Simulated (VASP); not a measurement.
# MgAl15N16 (a cell with a defect) in VASP: a series of runs

The runs below take MgAl15N16 (a cell with a defect) through relaxation of the atoms, single point, with PBE.

All numbers are computed with VASP 6.6.1; they aren't measurements. Logs are shortened: lines on timing, memory, paths and dates and some standing lists are left out, and cuts for length are marked.

### Step 1. The cell of the first run

The cell holds a defect, 32 atoms: a = 6.260 Å, b = 6.260 Å, c = 10.035 Å, α = 90.00°, β = 90.00°, γ = 120.00°.

### Step 2. Relaxation of the atoms, PBE

File INCAR:

```
SYSTEM = MgAl15N16
ALGO = Normal
EDIFF = 1E-7
EDIFFG = -0.03
ENCUT = 520
GGA = PE
GGA_COMPAT = .FALSE.
IBRION = 2
ISIF = 2
ISMEAR = 0
ISYM = -1
LASPH = .TRUE.
LCHARG = .FALSE.
LREAL = Auto
LWAVE = .FALSE.
NELECT = 126.0
NELM = 120
NELMIN = 4
NSW = 100
PREC = Accurate
SIGMA = 0.01
```

File KPOINTS:

```
explicit points
1
Reciprocal
  0.25000000   0.25000000   0.25000000 1
```

File POSCAR:

```
MgAl15N16
1.0
    6.2595139100      0.0000000600      0.0000000000
   -3.1297570100      5.4208980300      0.0000000000
    0.0000000000      0.0000000000     10.0348065900
Al Mg N
15 1 16
Direct
    0.3333333300      0.1666666700      0.2496176900
    0.3333333300      0.1666666700      0.7496176900
    0.1666666700      0.3333333300      0.9996176900
    0.3333333300      0.6666666700      0.2496176900
    0.1666666700      0.8333333300      0.4996176900
    0.3333333300      0.6666666700      0.7496176900
    0.1666666700      0.8333333300      0.9996176900
    0.8333333300      0.1666666700      0.2496176900
    0.6666666700      0.3333333300      0.4996176900
    0.8333333300      0.1666666700      0.7496176900
    0.6666666700      0.3333333300      0.9996176900
    0.8333333300      0.6666666700      0.2496176900
    0.6666666700      0.8333333300      0.4996176900
    0.8333333300      0.6666666700      0.7496176900
    0.6666666700      0.8333333300      0.9996176900
    0.1666666700      0.3333333300      0.4996176900
    0.3333333300      0.1666666700      0.4403823100
    0.1666666700      0.3333333300      0.1903823100
    0.3333333300      0.1666666700      0.9403823100
    0.1666666700      0.3333333300      0.6903823100
    0.3333333300      0.6666666700      0.4403823100
    0.1666666700      0.8333333300      0.1903823100
    0.3333333300      0.6666666700      0.9403823100
    0.1666666700      0.8333333300      0.6903823100
    0.8333333300      0.1666666700      0.4403823100
    0.6666666700      0.3333333300      0.1903823100
    0.8333333300      0.1666666700      0.9403823100
    0.6666666700      0.3333333300      0.6903823100
    0.8333333300      0.6666666700      0.4403823100
    0.6666666700      0.8333333300      0.1903823100
    0.8333333300      0.6666666700      0.9403823100
    0.6666666700      0.8333333300      0.6903823100
```

Potentials or basis: VASP PAW PBE potentials, release 64 (Al, Mg, N).

Command:

```sh
> cat potpaw_PBE.64/Al/POTCAR potpaw_PBE.64/Mg/POTCAR potpaw_PBE.64/N/POTCAR > POTCAR
> mpirun -np 1 vasp_std > vasp.out
```

OUTCAR:

```text
SYSTEM = MgAl15N16
   EDIFF = 1E-7
   EDIFFG = -0.03
   ENCUT = 520
   GGA = PE
   IBRION = 2
   ISIF = 2
   ISMEAR = 0
   ISYM = -1
   LASPH = .TRUE.
   LREAL = Auto
   NELECT = 126.0
   NELM = 120
   NELMIN = 4
   NSW = 100
   PREC = Accurate

 ion  position               nearest neighbor table
   1  0.333  0.167  0.250-  18 1.90  26 1.90  22 1.90  17 1.91   3 3.09  16 3.09  11 3.09   9 3.09
                             7 3.09   5 3.09  12 3.13  12 3.13   8 3.13   8 3.13   4 3.13   4 3.13
   2  0.333  0.167  0.750-  20 1.90  28 1.90  24 1.90  19 1.91   3 3.09  16 3.09  11 3.09   9 3.09
                             7 3.09   5 3.09  14 3.13  14 3.13  10 3.13  10 3.13   6 3.13   6 3.13
   3  0.167  0.333  1.000-  19 1.90  27 1.90  23 1.90  18 1.91   1 3.09   2 3.09   8 3.09  10 3.09
                             4 3.09   6 3.09  15 3.13  15 3.13  11 3.13  11 3.13   7 3.13   7 3.13
   4  0.333  0.667  0.250-  22 1.90  30 1.90  18 1.90  21 1.91   5 3.09   7 3.09  13 3.09  15 3.09
                             3 3.09  16 3.09   8 3.13   8 3.13  12 3.13  12 3.13   1 3.13   1 3.13
   5  0.167  0.833  0.500-  21 1.90  29 1.90  17 1.90  24 1.91   4 3.09   6 3.09  12 3.09  14 3.09
                             1 3.09   2 3.09   9 3.13   9 3.13  13 3.13  13 3.13  16 3.13  16 3.13
   6  0.333  0.667  0.750-  24 1.90  32 1.90  20 1.90  23 1.91   5 3.09   7 3.09  13 3.09  15 3.09
                             3 3.09  16 3.09  10 3.13  10 3.13  14 3.13  14 3.13   2 3.13   2 3.13
   7  0.167  0.833  1.000-  23 1.90  31 1.90  19 1.90  22 1.91   4 3.09   6 3.09  12 3.09  14 3.09
                             1 3.09   2 3.09  11 3.13  11 3.13  15 3.13  15 3.13   3 3.13   3 3.13
   8  0.833  0.167  0.250-  26 1.90  18 1.90  30 1.90  25 1.91   9 3.09  11 3.09   3 3.09  16 3.09
                            15 3.09  13 3.09   4 3.13   4 3.13   1 3.13   1 3.13  12 3.13  12 3.13
   9  0.667  0.333  0.500-  25 1.90  17 1.90  29 1.90  28 1.91   8 3.09  10 3.09   1 3.09   2 3.09
                            12 3.09  14 3.09   5 3.13   5 3.13  16 3.13  16 3.13  13 3.13  13 3.13
  10  0.833  0.167  0.750-  28 1.90  20 1.90  32 1.90  27 1.91   9 3.09  11 3.09   3 3.09  16 3.09
                            15 3.09  13 3.09   6 3.13   6 3.13   2 3.13   2 3.13  14 3.13  14 3.13
  11  0.667  0.333  1.000-  27 1.90  19 1.90  31 1.90  26 1.91   8 3.09  10 3.09   1 3.09   2 3.09
                            12 3.09  14 3.09   7 3.13   7 3.13   3 3.13   3 3.13  15 3.13  15 3.13
[... 9 lines left out ...]
                             4 3.09   6 3.09  13 3.13  13 3.13   9 3.13   9 3.13   5 3.13   5 3.13
  17  0.333  0.167  0.440-  16 1.90   9 1.90   5 1.90   1 1.91
  18  0.167  0.333  0.190-   1 1.90   8 1.90   4 1.90   3 1.91
  19  0.333  0.167  0.940-   3 1.90  11 1.90   7 1.90   2 1.91
  20  0.167  0.333  0.690-   2 1.90  10 1.90   6 1.90  16 1.91
  21  0.333  0.667  0.440-   5 1.90  13 1.90  16 1.90   4 1.91
  22  0.167  0.833  0.190-   4 1.90  12 1.90   1 1.90   7 1.91
[... 8 lines left out ...]
  31  0.833  0.667  0.940-  15 1.90   7 1.90  11 1.90  14 1.91
  32  0.667  0.833  0.690-  14 1.90   6 1.90  10 1.90  13 1.91

IMPORTANT INFORMATION: All symmetrisations will be switched off!
NOSYMM: (Re-)initialisation of all symmetry stuff for point group C_1.

----------------------------------------------------------------------------------------

                                     Primitive cell

  volume of cell :     340.5029

  direct lattice vectors                    reciprocal lattice vectors
     6.259513910  0.000000060  0.000000000     0.159756813  0.092235641  0.000000000
    -3.129757010  5.420898030  0.000000000    -0.000000002  0.184471279  0.000000000
     0.000000000  0.000000000 10.034806590     0.000000000  0.000000000  0.099653141

  length of vectors
     6.259513910  6.259513910 10.034806590     0.184471279  0.184471279  0.099653141

  position of ions in fractional coordinates (direct lattice)
     0.333333330  0.166666670  0.249617690
     0.333333330  0.166666670  0.749617690
     0.166666670  0.333333330  0.999617690
     0.333333330  0.666666670  0.249617690
     0.166666670  0.833333330  0.499617690
     0.333333330  0.666666670  0.749617690
[... 24 lines left out ...]
     0.833333330  0.666666670  0.940382310
     0.666666670  0.833333330  0.690382310

  ion indices of the primitive-cell ions
   primitive index   ion index
                 1           1
                 2           2
                 3           3
                 4           4
                 5           5
                 6           6
[... 24 lines left out ...]
                31          31
                32          32

----------------------------------------------------------------------------------------

 KPOINTS: explicit points

Read explicit list of k-points.

 Found      1 k-points:

 Following reciprocal coordinates:
            Coordinates               Weight
  0.250000  0.250000  0.250000      1.000000
   k-points           NKPTS =      1   k-points in BZ     NKDIM =      1   number of bands    NBANDS=     80
   number of dos      NEDOS =    301   number of ions     NIONS =     32
   total plane-waves  NPLWV = 184320
   dimension x,y,z NGX =    48 NGY =   48 NGZ =   80
   dimension x,y,z NGXF=    96 NGYF=   96 NGZF=  160
   ions per type =              15   1  16
   NGX,Y,Z   is equivalent  to a cutoff of  12.75, 12.75, 13.25 a.u.
   NGXF,Y,Z  is equivalent  to a cutoff of  25.50, 25.50, 26.51 a.u.
 SYSTEM =  MgAl15N16
   PREC   = accura    normal or accurate (medium, high low for compatibility)
   ISTART =      0    job   : 0-new  1-cont  2-samecut
   ICHARG =      2    charge: 1-file 2-atom 10-const
   ISPIN  =      1    spin polarized calculation?
   LNONCOLLINEAR =      F non collinear calculations
   LSORBIT =      F    spin-orbit coupling
   LASPH  =      T    aspherical Exc in radial PAW
   ENCUT  =  520.0 eV  38.22 Ry    6.18 a.u.  11.64 11.64 18.66*2*pi/ulx,y,z
   NELM   =    120;   NELMIN=  4; NELMDL= -5     # of ELM steps
   EDIFF  = 0.1E-06   stopping-criterion for ELM
   LREAL  =      T    real-space projection
   EDIFFG = -.3E-01   stopping-criterion for IOM
   NSW    =    100    number of steps for IOM
   IBRION =      2    ionic relax: 0-MD 1-quasi-New 2-CG
   NFREE  =      1    steps in history (QN), initial steepest desc. (CG)
   ISIF   =      2    stress and relaxation
   ISYM   =     -1    0-nonsym 1-usesym 2-fastsym
   POTIM  = 0.5000    time-step for ionic-motion
   TEBEG  =    0.0;   TEEND  =   0.0 temperature during run
   PSTRESS=    0.0 pullay stress
   NELECT =     126.0000    total number of electrons
   NUPDOWN=      -1.0000    fix difference up-down
   EMIN   =  10.00;   EMAX   =-10.00  energy-range for DOS
   EFERMI =   0.00;   METHOD = LEGACY
   ISMEAR =     0;   SIGMA  =   0.01  broadening in eV -4-tet -1-fermi 0-gaus
   EFERMI_NEDOS =   21; number of points for ismear=-14 and -15
   IALGO  =     38    algorithm
   IMIX   =      4    mixing-type and parameters
     AMIX     =   0.40;   BMIX     =  1.00
     AMIX_MAG =   1.60;   BMIX_MAG =  1.00
  volume/ion in A,a.u.               =      10.64        71.81
  Fermi-wavevector in a.u.,A,eV,Ry     =   1.175325  2.221043 18.794944  1.381389
  Thomas-Fermi vector in A             =   2.311708
   LORBIT       =      0    0 simple, 1 ext, 2 COOP (PROOUT), +10 PAW based schemes
   GGA     = PE    functional components
   LHFCALC =     F    Hartree Fock is set to
   AEXX    =    0.0000 exact exchange contribution
   IVDW    =     0    specifies the selected vdW correction
   LEPSILON=     F    determine dielectric tensor
   LRPA    =     F    only Hartree local field effects (RPA)
 conjugate gradient relaxation of ions
 non-spin polarized calculation
 Gauss-broadening in eV      SIGMA  =   0.01
  energy-cutoff  :      520.00
  volume of cell :      340.50
 maximum number of plane-waves:      9148
 NGX is ok and might be reduce to    48
   NGX = 23   NGY = 23   NGZ = 37

--------------------------------------- Ionic step        1  -------------------------------------------

 number of electron     125.9999983 magnetization

 Free energy of the ion-electron system (eV)
  ---------------------------------------------------
  ext. energy  EPLUGINS =         0.00000000
  ---------------------------------------------------
  free energy    TOTEN  =      -240.23371330 eV

  energy without entropy =     -240.22999137  energy(sigma->0) =     -240.23185234

------------------------ aborting loop because EDIFF is reached ----------------------------------------

  FORCE on cell =-STRESS in cart. coord.  units (eV):
  Direction    XX          YY          ZZ          XY          YZ          ZX
  --------------------------------------------------------------------------------------
  -------------------------------------------------------------------------------------
  Total       -1.9633500     -9.1595596     -3.0632563     -5.9342322      4.1770826      1.7697833
  in kB       -9.2382020    -43.0987150    -14.4136200    -27.9224976     19.6545360      8.3274077
  external PRESSURE =     -22.2501790 kB  Pullay stress =       0.0000000 kB
[... 179 lines left out ...]
  FREE ENERGIE OF THE ION-ELECTRON SYSTEM (eV)
  ---------------------------------------------------
  free  energy   TOTEN  =      -240.8146610995 eV

  energy  without entropy=     -240.8146060877  energy(sigma->0) =     -240.81463359

[... ionic steps 4 to 11 ...]

--------------------------------------- Ionic step       12  -------------------------------------------

 number of electron     125.9999998 magnetization

------------------------ aborting loop because EDIFF is reached ----------------------------------------

  FORCE on cell =-STRESS in cart. coord.  units (eV):
  Direction    XX          YY          ZZ          XY          YZ          ZX
  --------------------------------------------------------------------------------------
  -------------------------------------------------------------------------------------
  Total       -1.4122024     -9.6223495     -2.4988979     -7.6262412      3.0674191      1.6421437
  in kB       -6.6448726    -45.2762921    -11.7581293    -35.8839516     14.4332069      7.7268218
  external PRESSURE =     -21.2264313 kB  Pullay stress =       0.0000000 kB
[... 117 lines left out ...]
  energy  without entropy=     -240.9029893272  energy(sigma->0) =     -240.90298933

--------------------------------------- Ionic step       14  -------------------------------------------

 number of electron     125.9999998 magnetization

 Free energy of the ion-electron system (eV)
  ---------------------------------------------------
  ext. energy  EPLUGINS =         0.00000000
  ---------------------------------------------------
  free energy    TOTEN  =      -240.90361969 eV

  energy without entropy =     -240.90361968  energy(sigma->0) =     -240.90361969

 E-fermi :   5.4055     XC(G=0): -10.7773

 val. band max:        5.3672923340   @ k =   0.2500   0.2500   0.2500
 cond. band min:       5.4436479741   @ k =   0.2500   0.2500   0.2500
 fundamental gap:      0.0763556402
 Fermi energy:         5.4054698312

 k-point     1 :       0.2500    0.2500    0.2500
  band No.  band energies     occupation
      1      -8.7780      2.00000
      2      -8.3559      2.00000
      3      -8.1931      2.00000
      4      -8.1188      2.00000
      5      -7.8546      2.00000
      6      -7.7432      2.00000
[... 67 lines left out ...]
     74      12.5778      0.00000
     75      12.8354      0.00000
 [bands above 75 left out]

------------------------ aborting loop because EDIFF is reached ----------------------------------------

  FORCE on cell =-STRESS in cart. coord.  units (eV):
  Direction    XX          YY          ZZ          XY          YZ          ZX
  --------------------------------------------------------------------------------------
  -------------------------------------------------------------------------------------
  Total       -1.4125340     -9.7131234     -2.4446856     -7.6338987      3.0855094      1.6394642
  in kB       -6.6464329    -45.7034130    -11.5030431    -35.9199826     14.5183279      7.7142137
  external PRESSURE =     -21.2842963 kB  Pullay stress =       0.0000000 kB
[... 47 lines left out ...]
  FREE ENERGIE OF THE ION-ELECTRON SYSTEM (eV)
  ---------------------------------------------------
  free  energy   TOTEN  =      -240.9036196902 eV

  energy  without entropy=     -240.9036196849  energy(sigma->0) =     -240.90361969

 reached required accuracy - stopping structural energy minimisation
```

Run time: 13 min. Hardware: 1 thread of Intel Xeon Platinum 8488C (Sapphire Rapids), shared host; peak memory 0.49 GiB.

Results:

```
Free energy                  : -240.9036 eV
Energy gained by relaxing    : 20.9 meV/atom
Ionic steps                  : 14
Largest force after relaxing : 0.025 eV/Å
```

Forces on the atoms (eV/Å):
```
Al  -0.001 -0.011  0.006
Al   0.008  0.007 -0.013
Al   0.002 -0.003 -0.008
Al  -0.006 -0.003  0.004
Al  -0.009 -0.001 -0.012
Al   0.004  0.018 -0.010
Al   0.001 -0.005  0.002
Al  -0.005 -0.008  0.006
Al  -0.012  0.015 -0.008
Al   0.006  0.005 -0.009
Al   0.010 -0.006  0.001
Al  -0.007 -0.010  0.007
Al   0.006 -0.010  0.000
Al   0.001  0.011  0.003
Al  -0.009  0.000 -0.003
Mg   0.006  0.007 -0.017
N   -0.002 -0.002  0.015
N    0.004 -0.010 -0.003
N    0.003  0.004 -0.002
N   -0.001  0.003  0.016
N    0.002 -0.003  0.010
N   -0.009 -0.013  0.012
N    0.009 -0.007  0.002
N   -0.004  0.005  0.007
N   -0.006 -0.009  0.003
N    0.001  0.003  0.006
N    0.003 -0.003 -0.005
N    0.002  0.025  0.003
N   -0.006  0.002 -0.010
N    0.001 -0.008 -0.002
N   -0.006 -0.001 -0.005
N    0.013  0.007  0.002
```

Step by step:
```tsv
step	energy change (eV)	largest force (eV/Å)	pressure (GPa)
1	0.0000	2.7670	-2.23
2	-0.5697	0.7441	-2.02
3	-0.5809	0.5942	-2.10
4	-0.6396	0.2004	-2.12
5	-0.6428	0.2326	-2.12
6	-0.6583	0.1608	-2.11
7	-0.6586	0.1820	-2.11
8	-0.6645	0.0838	-2.10
9	-0.6650	0.1074	-2.10
10	-0.6681	0.0600	-2.12
11	-0.6681	0.0570	-2.12
12	-0.6693	0.0333	-2.12
13	-0.6693	0.0363	-2.12
14	-0.6699	0.0249	-2.13
```

Final structure:
```yaml
crystal:
  lattice:
    - [6.25951, 0.00000, 0.00000]
    - [-3.12976, 5.42090, 0.00000]
    - [0.00000, 0.00000, 10.03481]
  atoms:
    - { symbol: Al, position: [0.33402, 0.16155, 0.24615] }
    - { symbol: Al, position: [0.33776, 0.16488, 0.75132] }
    - { symbol: Al, position: [0.16612, 0.33291, 0.99944] }
    - { symbol: Al, position: [0.33176, 0.66447, 0.24809] }
    - { symbol: Al, position: [0.16291, 0.83057, 0.50187] }
    - { symbol: Al, position: [0.33771, 0.67102, 0.75082] }
    - { symbol: Al, position: [0.16294, 0.83057, 0.99879] }
    - { symbol: Al, position: [0.82833, 0.16340, 0.24833] }
    - { symbol: Al, position: [0.67136, 0.33834, 0.50163] }
    - { symbol: Al, position: [0.83288, 0.16635, 0.75112] }
    - { symbol: Al, position: [0.66698, 0.33654, 0.99886] }
    - { symbol: Al, position: [0.83244, 0.66567, 0.24919] }
    - { symbol: Al, position: [0.66494, 0.83856, 0.49910] }
    - { symbol: Al, position: [0.83375, 0.66846, 0.74998] }
    - { symbol: Al, position: [0.66624, 0.83313, 0.00017] }
    - { symbol: Mg, position: [0.16429, 0.33233, 0.49782] }
    - { symbol: N, position: [0.34613, 0.15595, 0.43549] }
    - { symbol: N, position: [0.16625, 0.32785, 0.19130] }
    - { symbol: N, position: [0.33146, 0.16711, 0.94254] }
    - { symbol: N, position: [0.17355, 0.33396, 0.70503] }
    - { symbol: N, position: [0.33846, 0.68736, 0.43621] }
    - { symbol: N, position: [0.16555, 0.82791, 0.18768] }
    - { symbol: N, position: [0.33184, 0.66755, 0.94194] }
    - { symbol: N, position: [0.16920, 0.83262, 0.69177] }
    - { symbol: N, position: [0.81397, 0.16231, 0.43452] }
    - { symbol: N, position: [0.66819, 0.33263, 0.18755] }
    - { symbol: N, position: [0.83179, 0.16890, 0.94232] }
    - { symbol: N, position: [0.67108, 0.33418, 0.69162] }
    - { symbol: N, position: [0.83103, 0.67018, 0.44036] }
    - { symbol: N, position: [0.66601, 0.82864, 0.18928] }
    - { symbol: N, position: [0.83096, 0.66911, 0.93944] }
    - { symbol: N, position: [0.67008, 0.83500, 0.69025] }
```

Levels at points of the mesh, in eV from the Fermi level:
```tsv
k point	band 60	band 61	band 62	band 63	band 64	band 65	band 66	band 67
(0.25, 0.25, 0.25)	-0.45	-0.39	-0.19	-0.04	0.04	5.92	6.30	6.51
```

Caveat: the cell carries a net charge on a neutralising background, which shifts energy and pressure; the cell is charged against a uniform background, so pressure and absolute levels hang on convention.

(Part 1 of 2 ends here.)
